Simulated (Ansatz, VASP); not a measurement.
## Cu in VASP and in Ansatz

```xyz
6
Lattice="2.5207 0.0000 0.0000 -1.2603 2.1830 0.0000 0.0000 0.0000 12.3390" Properties=species:S:1:pos:R:3 pbc="T T T"
Cu    0.0000    0.0000    0.0000
Cu    0.0000    1.4553    2.0590
Cu    1.2603    0.7277    4.1105
Cu    0.0000    0.0000    6.1695
Cu    1.2603    0.7277    8.2285
Cu    0.0000    1.4553   10.2800
```

Alike in both runs: functional PBEsol; k mesh 18 × 18 × 4; occupations gaussian, width 0.1 eV; no spin polarisation.

Ansatz relaxed the structure, and its values are those at the end. VASP's run is a single point on that final structure, the one shown.

|  | VASP | Ansatz |
| --- | --- | --- |
| version | VASP 6.6.1 | Ansatz 0.2.0 |
| potentials or method | VASP PAW PBE potentials, release 64 (Cu), cutoff 520 eV | scalar-relativistic, plane waves, PAW |
| valence electrons in the cell | 66 | 114 |

Ansatz gave:

| Item | Value |
| --- | --- |
| gap on the k mesh at the Fermi level (eV) | none |
| pressure (GPa) | 0.0 |

Estimate VASP's values.

gap on the k mesh at the Fermi level (eV): none; pressure (GPa): 0.6.

VASP's potentials were made for PBE, not for PBEsol. A gap of «none» marks a metal or a gap that the smearing closes. VASP's potentials hold 66 valence electrons a cell and Ansatz's 114, so a difference there can come from the potentials and not from the codes.
